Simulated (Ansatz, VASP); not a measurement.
**Two plane-wave programs on Al2GaP2**

INCAR

```
SYSTEM = Al2GaP2
ALGO = Normal
EDIFF = 1E-7
EDIFFG = -0.04
ENCUT = 600
GGA = PE
IBRION = 2
ISIF = 3
ISMEAR = 0
LASPH = .True.
LCHARG = .False.
LREAL = .False.
LWAVE = .False.
NELM = 100
NSW = 90
PREC = Accurate
SIGMA = 0.1
```

The input KPOINTS:

```
k-points
0
Gamma
  6 6 2
  0 0 0
```

The input POSCAR:

```
Al2GaP2
1.0
    3.3674550740      0.0000000000      0.0000000000
    0.0000000000      3.3674550740      0.0000000000
    0.0000000000      0.0000000000      8.8099382987
Al Ga P
2 1 2
Direct
    0.0000000000      0.0000000000      0.4043774045
    0.5000000000      0.5000000000      0.0542512286
    0.5000000000      0.5000000000      0.5328852650
    0.0000000000      0.0000000000      0.1352637335
    0.5000000000      0.5000000000      0.7930428784
```

Input for Ansatz:

```yaml
crystal:
  lattice:
    - [3.367455074, 0.0, 0.0]
    - [0.0, 3.367455074, 0.0]
    - [0.0, 0.0, 8.8099382987]
  atoms:
    - { symbol: Al, position: [0.0, 0.0, 0.4043774045] }
    - { symbol: Al, position: [0.5, 0.5, 0.0542512286] }
    - { symbol: Ga, position: [0.5, 0.5, 0.532885265] }
    - { symbol: P, position: [0.0, 0.0, 0.1352637335] }
    - { symbol: P, position: [0.5, 0.5, 0.7930428784] }
basis:
  ecutwfc: 420
kpoints:
  mp_grid: { grid: [6, 6, 2] }
hamiltonian:
  xc: pbe
scf:
  occupations: { method: gaussian, width: 0.1 }
  lower_state_search: "off"
output:
  forces: true
  stress: true
  eigenvalues: true
relax:
  adjacent_minimum: "off"
  f_tol: 0.04
  max_steps: 70
  cell: { stress_tol: 0.4 }
```

Alike in both runs: task relaxation of cell and atoms; functional PBE; k mesh 6 × 6 × 2; occupations gaussian, width 0.1 eV; no spin polarisation.

|  | VASP | Ansatz |
| --- | --- | --- |
| version | VASP 6.6.1 | Ansatz 0.2.0 |
| potentials or method | VASP PAW PBE potentials, release 64 (Al, Ga_d, P), cutoff 600 eV | scalar-relativistic, plane waves, PAW |
| valence electrons in the cell | 29 | 29 |

```csv
,VASP,Ansatz,Ansatz less VASP
"gap on the k mesh at the Fermi level, each at its own relaxed structure (eV)",none,none,-
relaxed volume (Å³/atom),19.99,20.00,+0.005
relaxed cell length with the largest relative difference (Å),3.383,3.384,+0.0007
```

A gap of «none» marks a metal or a gap that the smearing closes.

Noted on VASP's run: too few bands were computed for a metal, which touches its energy and stress.
